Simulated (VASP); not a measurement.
# H23C2NO10: single point with LDA

The system is H23C2NO10.

```xyz
36
Lattice="7.5226 0.0000 0.0000 0.0000 7.5226 0.0000 0.0000 0.0000 7.5226" Properties=species:S:1:pos:R:3 pbc="T T T"
O     2.6930    2.4825    1.8341
O     2.7928    4.4043    5.7694
O     1.9399    4.7096    1.0126
O     3.6316    7.4421    5.2646
O     6.6127    2.6594    6.2369
O     6.5088    0.9628    0.7602
O     6.4696    4.9667    2.1802
O     2.1108    2.0579   -1.4415
O     0.0830    2.5357    2.8458
O     4.6815    0.9214    3.0992
H     3.1186    3.2398    1.4597
H     1.9313    2.5451    1.2336
H     2.6623    4.3985    6.7965
H     2.3453    3.9354    5.1358
H     2.1979    5.0756    1.8473
H     1.0652    4.2170    1.1581
H     4.0522    7.6563    4.3850
H     3.3639    6.4955    5.5245
H     6.2342    2.4008    5.4176
H     6.1543    3.4021    6.6358
H     6.5049    1.2321   -0.2544
H     7.0817    0.2029    0.5872
H     6.0093    5.1753    1.3116
H     6.4225    3.9740    2.2694
H     2.4802    1.2378   -1.9085
H     1.5552    2.3757   -2.1776
H     0.0414    2.1348    1.8555
H     0.9592    2.7889    3.0408
H     3.8209    1.4119    2.7594
H     5.3179    1.0332    2.3390
H     8.1896    7.6239    4.7227
H     7.3310    6.4102    3.6842
H     6.4281    7.5985    4.5060
C     7.3415    6.9735    4.5786
C     7.0631    6.1797    5.7717
N     6.8423    5.4263    6.6443
```

```yaml
Program: VASP 6.6.1
Task: single point
Functional: LDA
Potentials_or_basis: VASP PAW LDA potentials, release 64 (O, H, C, N)
Cutoff: 520 eV
k_mesh: 1 × 1 × 1
Occupations: fermi-dirac, width 0.05 eV
Spin: no spin polarisation
Dipole_correction: no
Further_INCAR_settings: LREAL = Auto; ALGO = Normal; EDIFF = 1e-07; NBANDS = 72
```

The pressure is -0.8 GPa, the largest force is 7.123 eV/Å and the band gap on the k mesh is 3.27 eV.

Forces on the atoms (eV/Å):
```
O   -0.347 -1.656  1.049
O    3.367  4.711  4.149
O   -1.325 -0.946 -1.807
O   -0.920 -0.347  1.085
O    1.589 -1.111  1.465
O    0.381  0.560 -1.766
O   -0.615 -0.314 -1.071
O   -0.309 -1.476 -0.939
O   -2.935 -1.428 -2.777
O   -1.509  1.256 -0.953
H    1.372  1.589 -0.372
H   -0.384 -0.996 -0.337
H   -0.790 -0.693 -2.495
H   -2.154 -2.384 -1.476
H    0.208  0.732  1.355
H    0.798  1.296 -0.066
H    0.124 -0.786 -0.084
H    0.589  0.941 -1.143
H   -1.134 -0.161 -1.884
H   -0.460  0.973 -0.053
H   -0.574  1.180  1.576
H    0.445 -1.109  0.801
H    0.716 -0.058  0.769
H    0.364  0.492  0.344
H    0.728 -0.140  0.941
H   -0.702  0.271  0.436
H   -0.224  0.299  2.330
H    2.620  0.550  0.167
H    1.556 -0.813  0.357
H   -0.139 -0.379  0.209
H    0.721  0.302  0.016
H    0.210 -1.219 -1.296
H    0.052  0.328 -0.271
C   -1.686  0.541  2.521
C    0.331 -1.354  0.101
N    0.035  1.348 -0.883
```

Stress tensor (GPa, compression positive):
```
 0.19  0.32  1.17
 0.32  1.01  0.80
 1.17  0.80 -3.66
```

Levels at points of the mesh, in eV from the valence-band top:
```csv
k point,band 45,band 46,band 47,band 48,band 49,band 50,band 51,band 52
"(0.00, 0.00, 0.00)",-1.01,-0.97,-0.58,0.00,3.27,4.93,5.31,5.68
```

It took 84 s on 1 thread of Intel Xeon 8259CL (shared host), peak memory 0.32 GiB.

Caveat: the k points lie up to 0.84 Å⁻¹ apart; the atoms stand as in a frame of molecular dynamics.
